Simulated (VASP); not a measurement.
# HfGe (CsCl type) (Pm-3m) in VASP: notebook

HfGe (CsCl type) is run at these levels: PBEsol; tasks: single point.

Everything below comes from runs of VASP 6.6.1. Logs are shortened: lines on timing, memory, paths and dates and some standing lists are left out, and cuts for length are marked.

## (1) The cell of the first run

Symmetry: Pm-3m, No. 221, cubic system. Conventional cell: a = 3.133 Å, b = 3.133 Å, c = 3.133 Å, α = 90.00°, β = 90.00°, γ = 90.00°. Within 3.6 Å of Hf (site symmetry m-3m) lie 8 Ge at 2.71 Å and 6 Hf at 3.13 Å. Within 3.6 Å of Ge (site symmetry m-3m) lie 8 Hf at 2.71 Å and 6 Ge at 3.13 Å.

## (2) Single point, PBEsol (volume scaled by 0.85)

INCAR

```
SYSTEM = HfGe
ALGO = Normal
EDIFF = 1E-6
ENCUT = 520
GGA = PS
ISIF = 2
ISMEAR = -1
LASPH = .TRUE.
LCHARG = .TRUE.
LELF = .TRUE.
LREAL = .FALSE.
LVHAR = .TRUE.
LWAVE = .FALSE.
NBANDS = 19
NELM = 80
PREC = Accurate
SIGMA = 0.05
```

KPOINTS

```
k-points
0
G
  13 13 13
  0 0 0
```

POSCAR

```
HfGe
1.0
    3.1333356629      0.0000000000      0.0000000000
    0.0000000000      3.1333356629      0.0000000000
    0.0000000000      0.0000000000      3.1333356629
Hf Ge
1 1
Direct
    0.0000000000      0.0000000000      0.0000000000
    0.5000000000      0.5000000000      0.5000000000
```

Potentials or basis: VASP PAW PBE potentials, release 64 (Hf_pv, Ge_d).

The run is started by

```console
> cat potpaw_PBE.64/Hf_pv/POTCAR potpaw_PBE.64/Ge_d/POTCAR > POTCAR
> mpirun -np 1 vasp_std > vasp.out
```

OUTCAR:

```text
SYSTEM = HfGe
   EDIFF = 1E-6
   ENCUT = 520
   GGA = PS
   ISIF = 2
   ISMEAR = -1
   LASPH = .TRUE.
   LREAL = .FALSE.
   NELM = 80
   PREC = Accurate

 ion  position               nearest neighbor table
   1  0.000  0.000  0.000-   2 2.71   2 2.71   2 2.71   2 2.71   2 2.71   2 2.71   2 2.71   2 2.71

   2  0.500  0.500  0.500-   1 2.71   1 2.71   1 2.71   1 2.71   1 2.71   1 2.71   1 2.71   1 2.71

  LATTYP: Found a simple cubic cell.
 ALAT       =     3.1333356629

  Lattice vectors:

 A1 = (   3.1333356629,   0.0000000000,   0.0000000000)
 A2 = (   0.0000000000,   3.1333356629,   0.0000000000)
 A3 = (   0.0000000000,   0.0000000000,   3.1333356629)

Analysis of symmetry for initial positions (statically):
=====================================================================
 Subroutine PRICEL returns:
 Original cell was already a primitive cell.

 Routine SETGRP: Setting up the symmetry group for a
 simple cubic supercell.

 Subroutine GETGRP returns: Found 48 space group operations
 (whereof 48 operations were pure point group operations)
 out of a pool of 48 trial point group operations.

The static configuration has the point symmetry O_h .

Analysis of symmetry for dynamics (positions and initial velocities):
=====================================================================
 Subroutine PRICEL returns:
 Original cell was already a primitive cell.

 Routine SETGRP: Setting up the symmetry group for a
 simple cubic supercell.

 Subroutine GETGRP returns: Found 48 space group operations
 (whereof 48 operations were pure point group operations)
 out of a pool of 48 trial point group operations.

The dynamic configuration has the point symmetry O_h .

 Subroutine INISYM returns: Found 48 space group operations
 (whereof 48 operations are pure point group operations),
 and found     1 'primitive' translations

----------------------------------------------------------------------------------------

                                     Primitive cell

  volume of cell :      30.7624

  direct lattice vectors                    reciprocal lattice vectors
     3.133335663  0.000000000  0.000000000     0.319148699  0.000000000  0.000000000
     0.000000000  3.133335663  0.000000000     0.000000000  0.319148699  0.000000000
     0.000000000  0.000000000  3.133335663     0.000000000  0.000000000  0.319148699

  length of vectors
     3.133335663  3.133335663  3.133335663     0.319148699  0.319148699  0.319148699

  position of ions in fractional coordinates (direct lattice)
     0.000000000  0.000000000  0.000000000
     0.500000000  0.500000000  0.500000000

  ion indices of the primitive-cell ions
   primitive index   ion index
                 1           1
                 2           2

----------------------------------------------------------------------------------------

 KPOINTS: k-points

Automatic generation of k-mesh.
 Grid dimensions read from file:
 generate k-points for:   13   13   13

 Generating k-lattice:

  Cartesian coordinates                     Fractional coordinates (reciprocal lattice)
     0.024549900  0.000000000  0.000000000     0.076923077  0.000000000  0.000000000
     0.000000000  0.024549900  0.000000000     0.000000000  0.076923077  0.000000000
     0.000000000  0.000000000  0.024549900     0.000000000  0.000000000  0.076923077

  Length of vectors
     0.024549900  0.024549900  0.024549900

  Shift w.r.t. Gamma in fractional coordinates (k-lattice)
     0.000000000  0.000000000  0.000000000

 Subroutine IBZKPT returns following result:
 ===========================================

 Found     84 irreducible k-points:

 Following reciprocal coordinates:
            Coordinates               Weight
  0.000000  0.000000  0.000000      1.000000
  0.076923  0.000000  0.000000      6.000000
  0.153846  0.000000  0.000000      6.000000
  0.230769  0.000000  0.000000      6.000000
  0.307692  0.000000  0.000000      6.000000
  0.384615  0.000000  0.000000      6.000000
[... 16 lines left out ...]
  0.307692  0.307692  0.000000     12.000000
  0.384615  0.307692  0.000000     24.000000
 [... further k-points ...]
   k-points           NKPTS =     84   k-points in BZ     NKDIM =     84   number of bands    NBANDS=     19
   number of dos      NEDOS =    301   number of ions     NIONS =      2
   total plane-waves  NPLWV =  13824
   dimension x,y,z NGX =    24 NGY =   24 NGZ =   24
   dimension x,y,z NGXF=    48 NGYF=   48 NGZF=   48
   ions per type =               1   1
   NGX,Y,Z   is equivalent  to a cutoff of  12.73, 12.73, 12.73 a.u.
   NGXF,Y,Z  is equivalent  to a cutoff of  25.47, 25.47, 25.47 a.u.
 SYSTEM =  HfGe
   PREC   = accura    normal or accurate (medium, high low for compatibility)
   ISTART =      0    job   : 0-new  1-cont  2-samecut
   ICHARG =      2    charge: 1-file 2-atom 10-const
   ISPIN  =      1    spin polarized calculation?
   LNONCOLLINEAR =      F non collinear calculations
   LSORBIT =      F    spin-orbit coupling
   LASPH  =      T    aspherical Exc in radial PAW
   ENCUT  =  520.0 eV  38.22 Ry    6.18 a.u.   5.83  5.83  5.83*2*pi/ulx,y,z
   NELM   =     80;   NELMIN=  2; NELMDL= -5     # of ELM steps
   EDIFF  = 0.1E-05   stopping-criterion for ELM
   LREAL  =      F    real-space projection
   EDIFFG = 0.1E-04   stopping-criterion for IOM
   NSW    =      0    number of steps for IOM
   IBRION =     -1    ionic relax: 0-MD 1-quasi-New 2-CG
   NFREE  =      0    steps in history (QN), initial steepest desc. (CG)
   ISIF   =      2    stress and relaxation
   ISYM   =      2    0-nonsym 1-usesym 2-fastsym
   POTIM  = 0.5000    time-step for ionic-motion
   TEBEG  =    0.0;   TEEND  =   0.0 temperature during run
   PSTRESS=    0.0 pullay stress
   NELECT =      24.0000    total number of electrons
   NUPDOWN=      -1.0000    fix difference up-down
   EMIN   =  10.00;   EMAX   =-10.00  energy-range for DOS
   EFERMI =   0.00;   METHOD = LEGACY
   ISMEAR =    -1;   SIGMA  =   0.05  broadening in eV -4-tet -1-fermi 0-gaus
   EFERMI_NEDOS =   21; number of points for ismear=-14 and -15
   IALGO  =     38    algorithm
   IMIX   =      4    mixing-type and parameters
     AMIX     =   0.40;   BMIX     =  1.00
     AMIX_MAG =   1.60;   BMIX_MAG =  1.00
  volume/ion in A,a.u.               =      15.38       103.80
  Fermi-wavevector in a.u.,A,eV,Ry     =   1.507087  2.847981 30.903065  2.271311
  Thomas-Fermi vector in A             =   2.617719
   LORBIT       =      0    0 simple, 1 ext, 2 COOP (PROOUT), +10 PAW based schemes
   GGA     = PS    functional components
   LHFCALC =     F    Hartree Fock is set to
   AEXX    =    0.0000 exact exchange contribution
   IVDW    =     0    specifies the selected vdW correction
   LEPSILON=     F    determine dielectric tensor
   LRPA    =     F    only Hartree local field effects (RPA)
 non-spin polarized calculation
  energy-cutoff  :      520.00
  volume of cell :       30.76
 maximum number of plane-waves:       845
 NGX is ok and might be reduce to    24
   NGX = 11   NGY = 11   NGZ = 11

 number of electron      24.0000027 magnetization

 Free energy of the ion-electron system (eV)
  ---------------------------------------------------
  ext. energy  EPLUGINS =         0.00000000
  ---------------------------------------------------
  free energy    TOTEN  =       -15.71519537 eV

  energy without entropy =      -15.69732319  energy(sigma->0) =      -15.70625928

 E-fermi :   8.2247     XC(G=0): -12.9017

 val. band max:        8.2150519358   @ k =   0.3077   0.3077   0.0000
 cond. band min:       8.2253121434   @ k =   0.3077   0.2308   0.0769
 fundamental gap:      0.0102602077
 Fermi energy:         8.2246903659

 k-point     1 :       0.0000    0.0000    0.0000
  band No.  band energies     occupation
      1     -21.6720      2.00000
      2     -21.6720      2.00000
      3     -21.6720      2.00000
      4     -16.0041      2.00000
      5     -16.0041      2.00000
      6     -15.9603      2.00000
[... 11 lines left out ...]
     18      16.2724      0.00000
     19      21.2192      0.00000

 k-point     2 :       0.0769    0.0000    0.0000
  band No.  band energies     occupation
      1     -21.7077      2.00000
      2     -21.6696      2.00000
      3     -21.6696      2.00000
      4     -16.0037      2.00000
      5     -15.9995      2.00000
      6     -15.9601      2.00000
[... 11 lines left out ...]
     18      16.7565      0.00000
     19      20.4114      0.00000

 k-point     3 :       0.1538    0.0000    0.0000
  band No.  band energies     occupation
      1     -21.8054      2.00000
      2     -21.6629      2.00000
      3     -21.6629      2.00000
      4     -16.0025      2.00000
      5     -15.9867      2.00000
      6     -15.9594      2.00000
[... 11 lines left out ...]
     18      17.6900      0.00000
     19      18.9774      0.00000

 k-point     4 :       0.2308    0.0000    0.0000
  band No.  band energies     occupation
      1     -21.9400      2.00000
      2     -21.6535      2.00000
      3     -21.6535      2.00000
      4     -16.0008      2.00000
      5     -15.9687      2.00000
      6     -15.9584      2.00000
[... 11 lines left out ...]
     18      17.5780      0.00000
     19      18.4171      0.00000

 k-point     5 :       0.3077    0.0000    0.0000
  band No.  band energies     occupation
      1     -22.0792      2.00000
      2     -21.6434      2.00000
      3     -21.6434      2.00000
      4     -15.9991      2.00000
      5     -15.9573      2.00000
      6     -15.9556      2.00000
[... 11 lines left out ...]
     18      16.3884      0.00000
     19      18.7783      0.00000

 k-point     6 :       0.3846    0.0000    0.0000
  band No.  band energies     occupation
      1     -22.1918      2.00000
      2     -21.6351      2.00000
      3     -21.6351      2.00000
      4     -15.9976      2.00000
      5     -15.9564      2.00000
      6     -15.9541      2.00000
[... 11 lines left out ...]
     18      17.2860      0.00000
     19      18.7100      0.00000

 k-point     7 :       0.4615    0.0000    0.0000
  band No.  band energies     occupation
      1     -22.2543      2.00000
      2     -21.6304      2.00000
      3     -21.6304      2.00000
      4     -15.9968      2.00000
      5     -15.9559      2.00000
      6     -15.9533      2.00000
[... 11 lines left out ...]
     18      18.5340      0.00000
     19      18.5340      0.00000

 k-point     8 :       0.0769    0.0769    0.0000
  band No.  band energies     occupation
      1     -21.7092      2.00000
      2     -21.7009      2.00000
      3     -21.6671      2.00000
      4     -16.0012      2.00000
      5     -15.9970      2.00000
      6     -15.9617      2.00000
[... 256 lines left out ...]
 k-point    20 :       0.3077    0.2308    0.0000
  band No.  band energies     occupation
      1     -22.0419      2.00000
      2     -21.8882      2.00000
      3     -21.6180      2.00000
      4     -15.9813      2.00000
      5     -15.9727      2.00000
      6     -15.9724      2.00000
[... 11 lines left out ...]
     18      17.7087      0.00000
     19      20.2323      0.00000

 k-point    21 :       0.3846    0.2308    0.0000
  band No.  band energies     occupation
      1     -22.1481      2.00000
      2     -21.8749      2.00000
      3     -21.6076      2.00000
      4     -15.9801      2.00000
      5     -15.9761      2.00000
      6     -15.9723      2.00000
[... 11 lines left out ...]
     18      17.0528      0.00000
     19      18.8238      0.00000

 k-point    22 :       0.4615    0.2308    0.0000
  band No.  band energies     occupation
      1     -22.2074      2.00000
      2     -21.8671      2.00000
      3     -21.6017      2.00000
      4     -15.9799      2.00000
      5     -15.9778      2.00000
      6     -15.9697      2.00000
[... 11 lines left out ...]
     18      16.4458      0.00000
     19      17.6660      0.00000

 k-point    23 :       0.3077    0.3077    0.0000
  band No.  band energies     occupation
      1     -22.0343      2.00000
      2     -22.0034      2.00000
      3     -21.6041      2.00000
      4     -15.9830      2.00000
      5     -15.9766      2.00000
      6     -15.9742      2.00000
[... 11 lines left out ...]
     18      17.1579      0.00000
     19      20.4090      0.00000

 k-point    24 :       0.3846    0.3077    0.0000
  band No.  band energies     occupation
      1     -22.1245      2.00000
      2     -22.0002      2.00000
      3     -21.5926      2.00000
      4     -15.9894      2.00000
      5     -15.9779      2.00000
      6     -15.9721      2.00000
[... 11 lines left out ...]
     18      16.4359      0.00000
     19      19.7593      0.00000

 [... further k-points ...]
[... 5 lines left out ...]
  --------------------------------------------------------------------------------------
  -------------------------------------------------------------------------------------
  Total        5.4633977      5.4633977      5.4633977     -0.0000000     -0.0000000     -0.0000000
  in kB      284.5460974    284.5460974    284.5460974     -0.0000000     -0.0000000     -0.0000000
  external PRESSURE =     284.5460974 kB  Pullay stress =       0.0000000 kB

 VOLUME and BASIS-vectors are now :
 -----------------------------------------------------------------------------
  energy-cutoff  :      520.00
  volume of cell :       30.76
      direct lattice vectors                 reciprocal lattice vectors
     3.133335663  0.000000000  0.000000000     0.319148699  0.000000000  0.000000000
     0.000000000  3.133335663  0.000000000     0.000000000  0.319148699  0.000000000
     0.000000000  0.000000000  3.133335663     0.000000000  0.000000000  0.319148699

 POSITION                                       TOTAL-FORCE (eV/Angst)
 -----------------------------------------------------------------------------------
      0.00000      0.00000      0.00000         0.000000      0.000000      0.000000
      1.56667      1.56667      1.56667         0.000000      0.000000      0.000000
 -----------------------------------------------------------------------------------
    total drift:                                0.000000      0.000000     -0.000000

  FREE ENERGIE OF THE ION-ELECTRON SYSTEM (eV)
  ---------------------------------------------------
  free  energy   TOTEN  =       -15.7151953735 eV

  energy  without entropy=      -15.6973231939  energy(sigma->0) =      -15.70625928
```

It took 23 s on 1 thread of AMD EPYC 9R14 (Zen 4), shared host; peak memory 0.15 GiB.

Results:

```yaml
Free_energy: -15.7152 eV
Pressure: 28.5 GPa
Band_gap_on_the_k_mesh: zero (band 12 reaches 10.71 eV, above the bottom of band 13 at 7.61 eV)
```

Levels at points of the mesh, in eV from the Fermi level:
```csv
k point,band 9,band 10,band 11,band 12,band 13,band 14,band 15,band 16
"(0.00, 0.00, 0.00)",-12.77,-2.06,-2.06,2.49,2.49,2.49,4.46,4.46
```

Caveat: the PAW data sets were made with another functional, which shifts forces and pressure a little; spin-orbit coupling is left out, which moves the levels of the heavy elements.

## (3) Single point, PBEsol (volume scaled by 0.95)

INCAR

```
ALGO = Normal
EDIFF = 1E-6
ENCUT = 520
GGA = PS
ISIF = 2
ISMEAR = -1
LASPH = T
LCHARG = F
LREAL = F
LWAVE = F
NBANDS = 19
NELM = 80
PREC = Accurate
SIGMA = 0.05
```

KPOINTS

```
k-points
0
Gamma
  13 13 13
```

POSCAR

```
HfGe
1.0
    3.2516851049      0.0000000000      0.0000000000
    0.0000000000      3.2516851049      0.0000000000
    0.0000000000      0.0000000000      3.2516851049
Hf Ge
1 1
Direct
    0.0000000000      0.0000000000      0.0000000000
    0.5000000000      0.5000000000      0.5000000000
```

Potentials or basis: VASP PAW PBE potentials, release 64 (Hf_pv, Ge_d).

The run is started by

```console
> cat potpaw_PBE.64/Hf_pv/POTCAR potpaw_PBE.64/Ge_d/POTCAR > POTCAR
> mpirun -np 1 vasp_std > vasp.out
```

It took 21 s on 1 thread of AMD EPYC 9R14 (Zen 4), shared host; peak memory 0.15 GiB.

It converged, with:

```yaml
Free_energy: -16.0951 eV
Pressure: 7.1 GPa
Band_gap_on_the_k_mesh: zero (band 12 reaches 9.28 eV, above the bottom of band 13 at 6.64 eV)
```

Levels at points of the mesh, in eV from the Fermi level:
| k point | band 10 | band 11 | band 12 | band 13 | band 14 | band 15 |
| --- | --- | --- | --- | --- | --- | --- |
| (0.00, 0.00, 0.00) | -1.72 | -1.72 | 2.14 | 2.14 | 2.14 | 3.96 |

Caveat: the PAW data sets were made with another functional, which shifts forces and pressure a little; spin-orbit coupling is left out, which moves the levels of the heavy elements.
